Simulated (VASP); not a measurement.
Input of a VASP 6.6.1 run:

POSCAR

```
H
1.0
   -1.6915344700      1.6915344700      2.0584739900
    1.6915344700     -1.6915344700      2.0584739900
    1.6915344700      1.6915344700     -2.0584739900
H
2
Direct
    0.0901377100      0.0901377100      0.0000000000
    0.9098622900      0.9098622900      0.0000000000
```

File INCAR.step1:

```
SYSTEM = H
  PREC = Accurate
  ENCUT = 520
  ISMEAR = -5
  SIGMA = 0.05
  LREAL = .FALSE.
  LASPH = .TRUE.
  NELM = 100
  NBANDS = 8
  GGA = PE
  ALGO = Normal
  EDIFF = 1E-4
  LWAVE = .TRUE.
  LCHARG = .FALSE.
```

The input INCAR.step2:

```
SYSTEM = H
  PREC = Accurate
  ENCUT = 520
  EDIFF = 1E-6
  ISMEAR = -5
  SIGMA = 0.05
  LREAL = .FALSE.
  LASPH = .TRUE.
  NELM = 100
  ALGO = Normal
  ISIF = 2
  LWAVE = .FALSE.
  LCHARG = .FALSE.
  METAGGA = R2SCAN
  LMIXTAU = .TRUE.
  IVDW = 12
  VDW_S6 = 1.0
  VDW_S8 = 0.78981345
  VDW_A1 = 0.49484001
  VDW_A2 = 5.73083694
  NBANDS = 8
  ISTART = 1
```

File KPOINTS:

```
regular mesh
0
G
  11 11 11
  0 0 0
```

Potentials or basis: VASP PAW PBE potentials, release 64 (H).

Run with:

```sh
$ cat potpaw_PBE.64/H/POTCAR > POTCAR
$ cp INCAR.step1 INCAR
$ mpirun -np 1 vasp_std > vasp.out
$ cp INCAR.step2 INCAR
$ mpirun -np 1 vasp_std > vasp.out
```

**Question.** What does it give for the largest force?

**Answer.** 0.006 eV/Å.

**Question.** Estimate the pressure.

**Answer.** -0.1 GPa.

Forces in eV/Å, atoms in the order of the input:
```
H    0.000  0.000  0.006
H    0.000  0.000 -0.006
```

Caveat: the PAW data sets were made with another functional, which shifts forces and pressure a little.
